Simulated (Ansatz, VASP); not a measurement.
**One calculation of Cu, two programs**

```
Cu
1.0
     0.00000    1.82557    1.80750
     1.82557    0.00000    1.80750
     1.82557    1.82557    0.00000
Cu
1
Direct
  0.00000 0.00000 0.00000
```

Change from the starting cell: equal xx and yy strain of +1 %, crystal datasets.

Alike in both runs: task electric field gradients; functional PBEsol; k mesh 19 × 19 × 19; occupations fermi-dirac, width 0.08 eV; no spin polarisation.

|  | VASP | Ansatz |
| --- | --- | --- |
| version | VASP 6.6.1 | Ansatz 0.2.0 |
| potentials or method | VASP PAW PBE potentials, release 64 (Cu), cutoff 520 eV | all-electron PAW with datasets made for the crystal, scalar-relativistic |

|  | VASP | Ansatz | Ansatz less VASP |
| --- | --- | --- | --- |
| pressure (GPa) | -8.4 | -9.1 | -0.68 |
| traceless stress, the component that is largest in VASP (GPa) | 0.25 | 0.26 | +0.009 |
| size of Vzz on the site where it differs most (V/Å²) | 0.0 | 0.2 | +0.13 |

VASP's potentials were made for PBE, not for PBEsol. Ansatz ran all-electron here, and VASP with PAW potentials.
